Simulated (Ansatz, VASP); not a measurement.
**Two plane-wave programs on Nb**

```
CELL_PARAMETERS angstrom
0.01851 2.11500 2.11500
2.13351 0.00000 2.13351
2.11500 2.11500 0.01851
ATOMIC_POSITIONS crystal
Nb 0.00000 0.00000 0.00000
```

Change from the starting cell: strain +0.0175 x Voigt [0, 0, 0, 0, 1, 0], atoms carried along.

Alike in both runs: task single point; functional PBEsol; k mesh 20 × 20 × 20; occupations gaussian, width 0.15 eV; no spin polarisation.

|  | VASP | Ansatz |
| --- | --- | --- |
| version | VASP 6.6.1 | Ansatz 0.2.0 |
| potentials or method | VASP PAW PBE potentials, release 64 (Nb_sv), cutoff 520 eV | scalar-relativistic, plane waves, PAW |
| valence electrons in the cell | 13 | 13 |

VASP gave:

```
gap on the k mesh at the Fermi level (eV)                     : none
pressure (GPa)                                                : -7.2
traceless stress, the component that is largest in VASP (GPa) : 0.90
```

Task: Which values does Ansatz return?

Result: gap on the k mesh at the Fermi level (eV): none; pressure (GPa): -6.9; traceless stress, the component that is largest in VASP (GPa): 0.92.

VASP's potentials were made for PBE, not for PBEsol. A gap of «none» marks a metal or a gap that the smearing closes.
